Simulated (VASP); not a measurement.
# Al5N5 in VASP: single point with PBE

Aim: the single point of Al5N5 with PBE.

Everything below comes from runs of VASP 6.6.1. Logs are shortened: lines on timing, memory, paths and dates and some standing lists are left out, and cuts for length are marked.

## (1) The cell of the first run

The cell holds a cluster in a box, 10 atoms: a = 11.600 Å, b = 12.400 Å, c = 12.200 Å, α = 90.00°, β = 90.00°, γ = 90.00°.

## (2) Single point, PBE, collinear spin, ferromagnetic start

File INCAR:

```
SYSTEM = AlN
PREC     = Accurate       ! precision mode
ENCUT    = 520            ! plane-wave cutoff, eV
EDIFF    = 1E-6           ! SCF threshold, eV
ISMEAR   = 0              ! smearing method
SIGMA    = 0.05           ! smearing width, eV
LREAL    = .FALSE.        ! projectors in reciprocal space
LASPH    = .TRUE.         ! aspherical terms in the spheres
NELM     = 150            ! most SCF steps
ALGO     = Normal         ! electronic algorithm
ISIF     = 2              ! what is computed and relaxed
LWAVE    = .FALSE.        ! write WAVECAR
LCHARG   = .FALSE.        ! write CHGCAR
ISPIN    = 2              ! spin polarisation
MAGMOM   = 0.4 0.4 0.4 0.4 0.4 0.4 0.4 0.4 0.4 0.4 ! initial moments
LORBIT   = 11             ! projections on sites
GGA      = PE             ! functional
NBANDS   = 35             ! bands
```

File KPOINTS:

```
regular mesh
0
G
  1 1 1
  0 0 0
```

File POSCAR:

```
AlN
1.0
   11.6000000000      0.0000000000      0.0000000000
    0.0000000000     12.4000000000      0.0000000000
    0.0000000000      0.0000000000     12.2000000000
Al N
5 5
Direct
    0.3757139895      0.4328187924      0.4301655290
    0.6252460265      0.4467149063      0.4297665510
    0.5095471878      0.6306313084      0.4312413539
    0.5020581841      0.3576896935      0.5733667200
    0.3678903418      0.5712562966      0.5747874629
    0.3618875593      0.4241844443      0.5866253731
    0.6547361015      0.3909021661      0.5672324199
    0.4721444409      0.6810436760      0.5694398737
    0.5038671719      0.3497295155      0.4137328376
    0.3602575866      0.5780780501      0.4153331699
```

Potentials or basis: VASP PAW PBE potentials, release 64 (Al, N).

Launch:

```bash
$ cat potpaw_PBE.64/Al/POTCAR potpaw_PBE.64/N/POTCAR > POTCAR
$ mpirun -np 1 vasp_gam > vasp.out
```

OUTCAR:

```text
SYSTEM = AlN
   PREC = Accurate
   ENCUT = 520
   EDIFF = 1E-6
   ISMEAR = 0
   LREAL = .FALSE.
   LASPH = .TRUE.
   NELM = 150
   ISIF = 2
   ISPIN = 2
   LORBIT = 11
   GGA = PE

 ion  position               nearest neighbor table
   1  0.376  0.433  0.430-  10 1.82   9 1.82   6 1.92   4 2.46   5 2.46   2 2.90   3 2.90
   2  0.625  0.447  0.430-   7 1.85   9 1.86   4 2.52   3 2.65   1 2.90
   3  0.510  0.631  0.431-   8 1.85  10 1.86   5 2.51   2 2.65   1 2.90
   4  0.502  0.358  0.573-   7 1.82   6 1.83   9 1.95   1 2.46   2 2.52   5 3.07
   5  0.368  0.571  0.575-   8 1.82   6 1.83  10 1.95   1 2.46   3 2.51   4 3.07
   6  0.362  0.424  0.587-   4 1.83   5 1.83   1 1.92
   7  0.655  0.391  0.567-   4 1.82   2 1.85
   8  0.472  0.681  0.569-   5 1.82   3 1.85
   9  0.504  0.350  0.414-   1 1.82   2 1.86   4 1.95
  10  0.360  0.578  0.415-   1 1.82   3 1.86   5 1.95

  LATTYP: Found a simple orthorhombic cell.
 ALAT       =    11.6000000000
 B/A-ratio  =     1.0517241379
 C/A-ratio  =     1.0689655172

  Lattice vectors:

 A1 = ( -11.6000000000,   0.0000000000,   0.0000000000)
 A2 = (   0.0000000000,   0.0000000000,  12.2000000000)
 A3 = (   0.0000000000,  12.4000000000,   0.0000000000)

Analysis of symmetry for initial positions (statically):
=====================================================================
 Subroutine PRICEL returns:
 Original cell was already a primitive cell.

 Routine SETGRP: Setting up the symmetry group for a
 simple orthorhombic supercell.

 Subroutine GETGRP returns: Found  1 space group operations
 (whereof  1 operations were pure point group operations)
 out of a pool of  8 trial point group operations.

The static configuration has the point symmetry C_1 .

Analysis of symmetry for dynamics (positions and initial velocities):
=====================================================================
 Subroutine PRICEL returns:
 Original cell was already a primitive cell.

 Routine SETGRP: Setting up the symmetry group for a
 simple orthorhombic supercell.

 Subroutine GETGRP returns: Found  1 space group operations
 (whereof  1 operations were pure point group operations)
 out of a pool of  8 trial point group operations.

The dynamic configuration has the point symmetry C_1 .

Analysis of structural, dynamic, and magnetic symmetry:
=====================================================================
 Subroutine PRICEL returns:
 Original cell was already a primitive cell.

 Routine SETGRP: Setting up the symmetry group for a
 simple orthorhombic supercell.

 Subroutine GETGRP returns: Found  1 space group operations
 (whereof  1 operations were pure point group operations)
 out of a pool of  8 trial point group operations.

The overall configuration has the point symmetry C_1 .

 Subroutine INISYM returns: Found  1 space group operations
 (whereof  1 operations are pure point group operations),
 and found     1 'primitive' translations

----------------------------------------------------------------------------------------

                                     Primitive cell

  volume of cell :    1754.8480

  direct lattice vectors                    reciprocal lattice vectors
    11.600000000  0.000000000  0.000000000     0.086206897  0.000000000  0.000000000
     0.000000000 12.400000000  0.000000000     0.000000000  0.080645161  0.000000000
     0.000000000  0.000000000 12.200000000     0.000000000  0.000000000  0.081967213

  length of vectors
    11.600000000 12.400000000 12.200000000     0.086206897  0.080645161  0.081967213

  position of ions in fractional coordinates (direct lattice)
     0.375713989  0.432818792  0.430165529
     0.625246027  0.446714906  0.429766551
     0.509547188  0.630631308  0.431241354
     0.502058184  0.357689693  0.573366720
     0.367890342  0.571256297  0.574787463
     0.361887559  0.424184444  0.586625373
     0.654736101  0.390902166  0.567232420
     0.472144441  0.681043676  0.569439874
     0.503867172  0.349729516  0.413732838
     0.360257587  0.578078050  0.415333170

[... 50 lines left out ...]
 SYSTEM =  AlN
   PREC   = accura    normal or accurate (medium, high low for compatibility)
   ISTART =      0    job   : 0-new  1-cont  2-samecut
   ICHARG =      2    charge: 1-file 2-atom 10-const
   ISPIN  =      2    spin polarized calculation?
   LNONCOLLINEAR =      F non collinear calculations
   LSORBIT =      F    spin-orbit coupling
   LASPH  =      T    aspherical Exc in radial PAW
   ENCUT  =  520.0 eV  38.22 Ry    6.18 a.u.  21.57 23.06 22.68*2*pi/ulx,y,z
   NELM   =    150;   NELMIN=  2; NELMDL= -5     # of ELM steps
   EDIFF  = 0.1E-05   stopping-criterion for ELM
   LREAL  =      F    real-space projection
   EDIFFG = 0.1E-04   stopping-criterion for IOM
   NSW    =      0    number of steps for IOM
   IBRION =     -1    ionic relax: 0-MD 1-quasi-New 2-CG
   NFREE  =      0    steps in history (QN), initial steepest desc. (CG)
   ISIF   =      2    stress and relaxation
   ISYM   =      2    0-nonsym 1-usesym 2-fastsym
   POTIM  = 0.5000    time-step for ionic-motion
   TEBEG  =    0.0;   TEEND  =   0.0 temperature during run
   PSTRESS=    0.0 pullay stress
   NELECT =      40.0000    total number of electrons
   NUPDOWN=      -1.0000    fix difference up-down
   EMIN   =  10.00;   EMAX   =-10.00  energy-range for DOS
   EFERMI =   0.00;   METHOD = LEGACY
   ISMEAR =     0;   SIGMA  =   0.05  broadening in eV -4-tet -1-fermi 0-gaus
   EFERMI_NEDOS =   21; number of points for ismear=-14 and -15
   IALGO  =     38    algorithm
   IMIX   =      4    mixing-type and parameters
     AMIX     =   0.40;   BMIX     =  1.00
     AMIX_MAG =   1.60;   BMIX_MAG =  1.00
  volume/ion in A,a.u.               =     175.48      1184.23
  Fermi-wavevector in a.u.,A,eV,Ry     =   0.464175  0.877163  2.931489  0.215458
  Thomas-Fermi vector in A             =   1.452763
   LORBIT       =     11    0 simple, 1 ext, 2 COOP (PROOUT), +10 PAW based schemes
   GGA     = PE    functional components
   LHFCALC =     F    Hartree Fock is set to
   AEXX    =    0.0000 exact exchange contribution
   IVDW    =     0    specifies the selected vdW correction
   LEPSILON=     F    determine dielectric tensor
   LRPA    =     F    only Hartree local field effects (RPA)
 spin polarized calculation
 Gauss-broadening in eV      SIGMA  =   0.05
  energy-cutoff  :      520.00
  volume of cell :     1754.85
 maximum number of plane-waves:     23643
 NGX is ok and might be reduce to    90
   NGX = 43   NGY = 47   NGZ = 45

 number of electron      39.9999999 magnetization       0.0000467

 number of electron      39.9999999 magnetization      -0.0000189

 Free energy of the ion-electron system (eV)
  ---------------------------------------------------
  ext. energy  EPLUGINS =         0.00000000
  ---------------------------------------------------
  free energy    TOTEN  =       -53.68041217 eV

  energy without entropy =      -53.68040658  energy(sigma->0) =      -53.68040938

 E-fermi :  -4.6134     XC(G=0):  -1.5376

 val. band max:       -4.7594196369   @ k =   0.0000   0.0000   0.0000
 cond. band min:      -4.4674216534   @ k =   0.0000   0.0000   0.0000
 fundamental gap:      0.2919979836
 Fermi energy:        -4.6134202979

 spin component 1

 k-point     1 :       0.0000    0.0000    0.0000
  band No.  band energies     occupation
      1     -19.2114      1.00000
      2     -18.4304      1.00000
      3     -17.6419      1.00000
      4     -17.0704      1.00000
      5     -16.9478      1.00000
      6      -9.1617      1.00000
[... 24 lines left out ...]
     31       0.7195      0.00000
     32       1.0533      0.00000
 Fermi energy:        -4.6134202979

 spin component 2

 k-point     1 :       0.0000    0.0000    0.0000
  band No.  band energies     occupation
      1     -19.2597      1.00000
      2     -18.4806      1.00000
      3     -17.6368      1.00000
      4     -17.0171      1.00000
      5     -16.8932      1.00000
      6      -9.2150      1.00000
[... 24 lines left out ...]
     31       0.7180      0.00000
     32       1.0600      0.00000
 [bands above 32 left out]

------------------------ aborting loop because EDIFF is reached ----------------------------------------

  FORCE on cell =-STRESS in cart. coord.  units (eV):
  Direction    XX          YY          ZZ          XY          YZ          ZX
  --------------------------------------------------------------------------------------
  -------------------------------------------------------------------------------------
  Total        0.4863042     -0.5446407      0.4066299      0.8083554     -0.0105517      0.0928250
  in kB        0.4439961     -0.4972573      0.3712533      0.7380290     -0.0096337      0.0847493
  external PRESSURE =       0.1059974 kB  Pullay stress =       0.0000000 kB

 VOLUME and BASIS-vectors are now :
 -----------------------------------------------------------------------------
  energy-cutoff  :      520.00
  volume of cell :     1754.85
      direct lattice vectors                 reciprocal lattice vectors
    11.600000000  0.000000000  0.000000000     0.086206897  0.000000000  0.000000000
     0.000000000 12.400000000  0.000000000     0.000000000  0.080645161  0.000000000
     0.000000000  0.000000000 12.200000000     0.000000000  0.000000000  0.081967213

 POSITION                                       TOTAL-FORCE (eV/Angst)
 -----------------------------------------------------------------------------------
      4.35828      5.36695      5.24802        -0.420221     -0.253586     -0.102836
      7.25285      5.53926      5.24315         0.145337     -0.028850      0.017085
      5.91075      7.81983      5.26114         0.056225      0.175036      0.041157
      5.82387      4.43535      6.99507        -0.068928      0.000663      0.150132
      4.26753      7.08358      7.01241        -0.028121     -0.046281      0.170244
      4.19790      5.25989      7.15683         0.035433      0.025405     -0.000299
      7.59494      4.84719      6.92024        -0.031863      0.219092     -0.011927
      5.47688      8.44494      6.94717         0.163192     -0.192528     -0.058553
      5.84486      4.33665      5.04754         0.056646      0.094408     -0.100272
      4.17899      7.16817      5.06706         0.092300      0.006641     -0.104733
 -----------------------------------------------------------------------------------
    total drift:                               -0.000166     -0.000061     -0.000081

  FREE ENERGIE OF THE ION-ELECTRON SYSTEM (eV)
  ---------------------------------------------------
  free  energy   TOTEN  =       -53.6804121714 eV

  energy  without entropy=      -53.6804065802  energy(sigma->0) =      -53.68040938

 total charge

# of ion       s       p       d       tot
------------------------------------------
    1        0.417   0.428   0.000   0.844
    2        0.436   0.371   0.000   0.807
    3        0.436   0.371   0.000   0.806
    4        0.412   0.412   0.000   0.824
    5        0.412   0.412   0.000   0.824
    6        1.248   2.483   0.000   3.731
    7        1.291   2.302   0.000   3.593
    8        1.291   2.300   0.000   3.591
    9        1.273   2.424   0.000   3.696
   10        1.273   2.425   0.000   3.698
--------------------------------------------------
tot          8.487  13.927   0.000  22.413

 magnetization (x)

# of ion       s       p       d       tot
------------------------------------------
    1        0.002   0.011   0.000   0.013
    2       -0.001  -0.005   0.000  -0.005
    3       -0.001  -0.005   0.000  -0.005
    4       -0.001  -0.005   0.000  -0.006
    5       -0.001  -0.005   0.000  -0.006
    6       -0.000  -0.001   0.000  -0.002
    7       -0.002   0.053   0.000   0.051
    8       -0.002   0.047   0.000   0.045
    9        0.000  -0.057   0.000  -0.057
   10        0.000  -0.056   0.000  -0.056
--------------------------------------------------
tot         -0.004  -0.024   0.000  -0.028
```

Run time: 6.9 min. Hardware: 1 thread of Intel Xeon 6975P-C (Granite Rapids), shared host; peak memory 1.9 GiB.

Results:

```
Free energy                                           : -53.6804 eV
Largest force                                         : 0.501 eV/Å
Gap between the frontier levels                       : 0.29 eV
Net moment                                            : 0.00 μB per cell
Site moments                                          : Al +0.01, -0.01; N -0.00, +0.05, +0.04, -0.06 μB
Valence electrons inside the program's atomic spheres : Al 0.84, 0.81, 0.82; N 3.73, 3.59, 3.70
```

Forces in eV/Å, atoms in the order of the input:
```
Al  -0.420 -0.254 -0.103
Al   0.145 -0.029  0.017
Al   0.056  0.175  0.041
Al  -0.069  0.001  0.150
Al  -0.028 -0.046  0.170
N    0.035  0.025  0.000
N   -0.032  0.219 -0.012
N    0.163 -0.193 -0.059
N    0.057  0.094 -0.100
N    0.092  0.007 -0.105
```
